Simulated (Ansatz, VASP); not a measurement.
# CeO2 in VASP and in Ansatz

Contents of INCAR:

```
SYSTEM = CeO2
PREC = Accurate ; ENCUT = 520
EDIFF = 1E-7 ; ISMEAR = -1
SIGMA = 0.02 ; LREAL = .FALSE.
LASPH = .TRUE. ; NELM = 60
ALGO = Normal ; ISIF = 2
LWAVE = .FALSE. ; LCHARG = .FALSE.
GGA = PE ; NBANDS = 19
```

KPOINTS

```
Automatic mesh
0
G
  6 6 6
  0 0 0
```

POSCAR

```
CeO2
1.0
    0.0000000000      2.7300000000      2.7300000000
    2.7300000000      0.0000000000      2.7300000000
    2.7300000000      2.7300000000      0.0000000000
Ce O
1 2
Direct
    0.0000000000      0.0000000000      0.0000000000
    0.2500000000      0.2500000000      0.2500000000
    0.7500000000      0.7500000000      0.7500000000
```

Input for Ansatz:

```yaml
crystal:
  lattice:
    - [0, 2.73, 2.73]
    - [2.73, 0, 2.73]
    - [2.73, 2.73, 0]
  atoms:
    - { symbol: Ce, position: [0, 0, 0] }
    - { symbol: O, position: [0.25, 0.25, 0.25] }
    - { symbol: O, position: [0.75, 0.75, 0.75] }
kpoints:
  mp_grid: { grid: [6, 6, 6] }
hamiltonian:
  xc: pbe
  pseudopotentials:
    kind: paw
    azcp:
      Ce: "pseudopotentials/pbe/paw/ansatz_paw_generated_hard_1/Ce.paw.azcp"
      O: "pseudopotentials/pbe/paw/ansatz_paw_generated_hard_1/O.paw.azcp"
scf:
  occupations: { method: fermi_dirac, width: 0.02 }
  convergence: { dr2_threshold: "1e-10 eV" }
  max_iter: 300
output:
  forces: true
  stress: true
  eigenvalues: true
```

Alike in both runs: task single point; functional PBE; k mesh 6 × 6 × 6; occupations fermi-dirac, width 0.02 eV; no spin polarisation.

```csv
,VASP,Ansatz
version,VASP 6.6.1,Ansatz 0.2.0 development build
potentials or method,"VASP PAW PBE potentials, release 64 (Ce, O)","plane waves, PAW datasets (generated hard set"
plane-wave cutoff (eV),520,700
valence electrons in the cell,24,34
```

```tsv
	VASP	Ansatz	Ansatz less VASP
gap on the k mesh at the Fermi level (eV)	1.98	2.03	+0.050
```

The functional is the same, so the differences come from potentials, cutoffs and numerics. VASP's potentials hold 24 valence electrons a cell and Ansatz's 34, so a difference there can come from the potentials and not from the codes.

Neither program's run includes spin-orbit coupling.
